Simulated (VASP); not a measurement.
# W (I4/mmm) in VASP: notebook, part 2 of 2

VASP 6.6.1. Earlier steps stand in the parts before.

**3. Single point, r2SCAN**

This run uses another cell than the first one, of the same volume but with other edges.

The input, POSCAR:

```
W
1.0
    0.0000000000      2.1203881286      1.8023299093
    2.1203881286      0.0000000000      1.8023299093
    2.1203881286      2.1203881286      0.0000000000
W
1
Direct
    0.0000000000      0.0000000000      0.0000000000
```

The input, INCAR.step1:

```
SYSTEM = W
PREC = Accurate
ENCUT = 520
ISMEAR = 0
SIGMA = 0.15
LREAL = .FALSE.
LASPH = .TRUE.
NELM = 100
NBANDS = 13
GGA = PE
ALGO = Normal
EDIFF = 1E-4
LWAVE = .TRUE.
LCHARG = .FALSE.
```

The input, INCAR.step2:

```
SYSTEM = W
PREC = Accurate
ENCUT = 520
EDIFF = 1E-7
ISMEAR = 0
SIGMA = 0.15
LREAL = .FALSE.
LASPH = .TRUE.
NELM = 100
ALGO = Normal
ISIF = 2
LWAVE = .FALSE.
LCHARG = .FALSE.
METAGGA = R2SCAN
LMIXTAU = .TRUE.
NBANDS = 13
ISTART = 1
```

The input, KPOINTS:

```
regular mesh
0
G
  28 28 28
  0 0 0
```

Potentials or basis: VASP PAW PBE potentials, release 64 (W_sv).

Command:

```sh
cat potpaw_PBE.64/W_sv/POTCAR > POTCAR
cp INCAR.step1 INCAR
mpirun -np 1 vasp_std > vasp.out
cp INCAR.step2 INCAR
mpirun -np 1 vasp_std > vasp.out
```

OUTCAR:

```text
SYSTEM = W
   PREC = Accurate
   ENCUT = 520
   EDIFF = 1E-7
   ISMEAR = 0
   LREAL = .FALSE.
   LASPH = .TRUE.
   NELM = 100
   ISIF = 2
   METAGGA = R2SCAN
   ISTART = 1

 ion  position               nearest neighbor table
   1  0.000  0.000  0.000-

  LATTYP: Found a body centered tetragonal cell.
 ALAT       =     2.9986816490
 C/A-ratio  =     1.2020815280

  Lattice vectors:

[... 564 lines left out ...]
     11      23.6160      0.00000
     12      27.2171      0.00000
     13      33.3179      0.00000

 [... further k-points ...]

------------------------ aborting loop because EDIFF is reached ----------------------------------------

  FORCE on cell =-STRESS in cart. coord.  units (eV):
  Direction    XX          YY          ZZ          XY          YZ          ZX
  --------------------------------------------------------------------------------------
  -------------------------------------------------------------------------------------
  Total        1.0989544      1.0989544     -2.4022854      0.0000000     -0.0000000      0.0000000
  in kB      108.6413670    108.6413670   -237.4871822      0.0000000     -0.0000000      0.0000000
  external PRESSURE =      -6.7348161 kB  Pullay stress =       0.0000000 kB

 VOLUME and BASIS-vectors are now :
 -----------------------------------------------------------------------------
  energy-cutoff  :      520.00
  volume of cell :       16.21
      direct lattice vectors                 reciprocal lattice vectors
     0.000000000  2.120388129  1.802329909    -0.235805885  0.235805885  0.277418689
     2.120388129  0.000000000  1.802329909     0.235805885 -0.235805885  0.277418689
     2.120388129  2.120388129  0.000000000     0.235805885  0.235805885 -0.277418689

 POSITION                                       TOTAL-FORCE (eV/Angst)
 -----------------------------------------------------------------------------------
      0.00000      0.00000      0.00000         0.000000     -0.000000      0.000000
 -----------------------------------------------------------------------------------
    total drift:                               -0.000000     -0.000000      0.000000

  FREE ENERGIE OF THE ION-ELECTRON SYSTEM (eV)
  ---------------------------------------------------
  free  energy   TOTEN  =       -51.0676766271 eV

  energy  without entropy=      -51.0611016181  energy(sigma->0) =      -51.06438912
```

OSZICAR.step1:

```text
N       E                     dE             d eps       ncg     rms          rms(c)
DAV:   1     0.846779159599E+02    0.84678E+02   -0.74512E+03 42797   0.122E+03
DAV:   2    -0.116733227124E+02   -0.96351E+02   -0.92615E+02 47534   0.315E+02
DAV:   3    -0.133178331806E+02   -0.16445E+01   -0.16387E+01 47489   0.399E+01
DAV:   4    -0.133247800816E+02   -0.69469E-02   -0.69467E-02 47404   0.286E+00
DAV:   5    -0.133248405892E+02   -0.60508E-04   -0.60507E-04 47814   0.251E-01    0.198E+01
DAV:   6    -0.128289847002E+02    0.49586E+00   -0.42406E-01 45299   0.864E+00    0.780E+00
DAV:   7    -0.127005230149E+02    0.12846E+00   -0.22131E-01 48359   0.587E+00    0.647E-01
DAV:   8    -0.126963091533E+02    0.42139E-02   -0.42273E-03 43454   0.840E-01    0.778E-02
DAV:   9    -0.126962705085E+02    0.38645E-04   -0.10011E-04 34927   0.123E-01
   1 F= -.12696271E+02 E0= -.12692457E+02  d E =-.762655E-02
```

It took 38 min on 1 thread of AMD EPYC 7R43 (Zen 3), shared host; peak memory 0.39 GiB.

Results:

```
Free energy            : -51.0677 eV
Pressure               : -0.7 GPa
Band gap on the k mesh : zero (bands 7 and 8 overlap by 5.84 eV)
```

Stress tensor (GPa, compression positive):
```
 10.86   0.00   0.00
  0.00  10.86   0.00
  0.00   0.00 -23.75
```

Levels at points of the mesh, in eV from the Fermi level:
```csv
k point,band 3,band 4,band 5,band 6,band 7,band 8,band 9,band 10,band 11,band 12
"(0.00, 0.00, 0.00)",-38.98,-38.97,-9.96,-1.55,-1.55,0.64,0.70,3.42,13.44,16.84
"(0.50, 0.00, 0.00)",-39.29,-39.01,-6.39,-2.50,0.16,0.40,4.08,5.64,10.82,12.43
"(0.50, 0.50, 0.00)",-39.67,-39.67,-6.03,-5.51,4.89,5.13,5.50,5.50,10.24,10.24
"(0.50, 0.00, 0.50)",-39.46,-39.17,-6.31,-4.90,1.58,4.33,4.51,6.30,11.78,12.42
```

Caveat: the PAW data sets were made with another functional, which shifts forces and pressure a little; spin-orbit coupling is left out, which moves the levels of the heavy elements.

**4. Single point, r2SCAN**

This run uses another cell than the first one, of the same volume but with other edges.

The input, POSCAR:

```
W
1.0
    0.0000000000      1.8901426883      2.2681712260
    1.8901426883      0.0000000000      2.2681712260
    1.8901426883      1.8901426883      0.0000000000
W
1
Direct
    0.0000000000      0.0000000000      0.0000000000
```

The input, INCAR.step1:

```
SYSTEM = W
ALGO = Normal
EDIFF = 1E-4
ENCUT = 520
GGA = PE
ISMEAR = 0
LASPH = .TRUE.
LCHARG = .FALSE.
LREAL = .FALSE.
LWAVE = .TRUE.
NBANDS = 13
NELM = 100
PREC = Accurate
SIGMA = 0.15
```

The input, INCAR.step2:

```
SYSTEM = W
ALGO = Normal
EDIFF = 1E-6
ENCUT = 520
ISIF = 2
ISMEAR = 0
ISTART = 1
LASPH = .TRUE.
LCHARG = .TRUE.
LELF = .TRUE.
LMIXTAU = .TRUE.
LREAL = .FALSE.
LVHAR = .TRUE.
LWAVE = .FALSE.
METAGGA = R2SCAN
NBANDS = 13
NELM = 100
PREC = Accurate
SIGMA = 0.15
```

The input, KPOINTS:

```
k-points
0
G
  28 28 28
  0 0 0
```

Command:

```sh
cat potpaw_PBE.64/W_sv/POTCAR > POTCAR
cp INCAR.step1 INCAR
mpirun -np 1 vasp_std > vasp.out
cp INCAR.step2 INCAR
mpirun -np 1 vasp_std > vasp.out
```

It took 31 min on 1 thread of AMD EPYC 7R43 (Zen 3), shared host; peak memory 0.37 GiB.

The run converged. Its results:

| Quantity | Value |
| --- | --- |
| Free energy | -50.9422 eV |
| Pressure | 2.2 GPa |
| Band gap on the k mesh | zero (bands 7 and 8 overlap by 4.53 eV) |

Stress tensor (GPa, compression positive):
```
1.55 0.00 0.00
0.00 1.55 0.00
0.00 0.00 3.39
```

Levels at points of the mesh, in eV from the Fermi level:
| k point | band 4 | band 5 | band 6 | band 7 | band 8 | band 9 | band 10 | band 11 |
| --- | --- | --- | --- | --- | --- | --- | --- | --- |
| (0.00, 0.00, 0.00) | -38.90 | -9.98 | -2.84 | -0.04 | 0.20 | 0.20 | 4.27 | 13.46 |
| (0.50, 0.00, 0.00) | -38.91 | -6.38 | -2.56 | 0.15 | 0.30 | 4.34 | 5.15 | 11.03 |
| (0.50, 0.50, 0.00) | -39.13 | -6.48 | -5.23 | 0.32 | 5.39 | 5.39 | 5.46 | 10.60 |
| (0.50, 0.00, 0.50) | -39.40 | -6.21 | -5.13 | 3.78 | 4.00 | 4.06 | 7.15 | 9.90 |

Caveat: the PAW data sets were made with another functional, which shifts forces and pressure a little; spin-orbit coupling is left out, which moves the levels of the heavy elements.

**5. Overview**

```csv
cell,gap on the mesh (eV),pressure (GPa)
"a = 3.099, b = 3.099, c = 2.531 Å, angles 65.9, 65.9, 48.2°, 1 atom",none,10.6
"a = 2.783, b = 2.783, c = 2.999 Å, angles 57.4, 57.4, 65.2°, 1 atom",none,-0.7
"a = 2.952, b = 2.952, c = 2.673 Å, angles 63.1, 63.1, 53.8°, 1 atom",none,2.2
```

Alike in all rows: task single point; level r2SCAN; potentials or basis VASP PAW PBE potentials, release 64 (W_sv); no spin polarisation; k mesh 28 × 28 × 28; cutoff (eV) 520; smearing gaussian 0.15 eV.

Caveats: the PAW data sets were made with another functional, which shifts forces and pressure a little; spin-orbit coupling is left out, which moves the levels of the heavy elements; the cell stands under pressure (at least some runs).

Total energies depend on the potentials used, so only differences within one code and one set of settings carry meaning.
